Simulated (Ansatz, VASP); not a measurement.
## Two plane-wave programs on Cu

File INCAR:

```
SYSTEM = Cu
PREC = Accurate
ENCUT = 600
EDIFF = 1E-6
ISMEAR = 0
SIGMA = 0.15
LREAL = .False.
LASPH = .True.
NELM = 120
ALGO = Normal
ISIF = 2
LWAVE = .False.
LCHARG = .False.
GGA = PS
NBANDS = 18
GGA_COMPAT = .False.
```

The input KPOINTS:

```
Automatic mesh
0
Gamma
  26 26 24
  0 0 0
```

File POSCAR:

```
Cu
1.0
    1.1905015948     -3.9598457492      0.0000000000
    1.1905015948      3.9598457492      0.0000000000
    0.0000000000      0.0000000000      2.4677050569
Cu
2
Direct
    0.1338530444      0.8661469556      0.2500000000
    0.8661469556      0.1338530444      0.7500000000
```

Input for Ansatz:

```yaml
crystal:
  lattice:
    - [1.1905015948, -3.9598457492, 0.0]
    - [1.1905015948, 3.9598457492, 0.0]
    - [0.0, 0.0, 2.4677050569]
  atoms:
    - { symbol: Cu, position: [0.1338530444, 0.8661469556, 0.25] }
    - { symbol: Cu, position: [0.8661469556, 0.1338530444, 0.75] }
basis:
  ecutwfc: 420
  xc_grid: 1
kpoints:
  mp_grid: { grid: [26, 26, 24] }
hamiltonian:
  xc: pbesol
scf:
  occupations: { method: gaussian, width: 0.15 }
output:
  forces: true
  eigenvalues: true
  stress: true
```

Alike in both runs: task single point; functional PBEsol; k mesh 26 × 26 × 24; occupations gaussian, width 0.15 eV; no spin polarisation.

|  | VASP | Ansatz |
| --- | --- | --- |
| version | VASP 6.6.1 | Ansatz 0.2.0 |
| potentials or method | VASP PAW PBE potentials, release 64 (Cu), cutoff 600 eV | scalar-relativistic, plane waves, PAW |
| valence electrons in the cell | 22 | 38 |

|  | VASP | Ansatz | Ansatz less VASP |
| --- | --- | --- | --- |
| gap on the k mesh at the Fermi level (eV) | none | none | - |
| pressure (GPa) | 4.0 | 3.2 | -0.78 |
| traceless stress, the component that is largest in VASP (GPa) | 3.67 | 3.77 | +0.106 |
| rms of the force components (eV/Å) | 0.051 | 0.048 | -0.0029 |

VASP's potentials were made for PBE, not for PBEsol. Atom by atom the forces differ by 0.003 eV/Å (rms over components). A gap of «none» marks a metal or a gap that the smearing closes. VASP's potentials hold 22 valence electrons a cell and Ansatz's 38, so a difference there can come from the potentials and not from the codes.
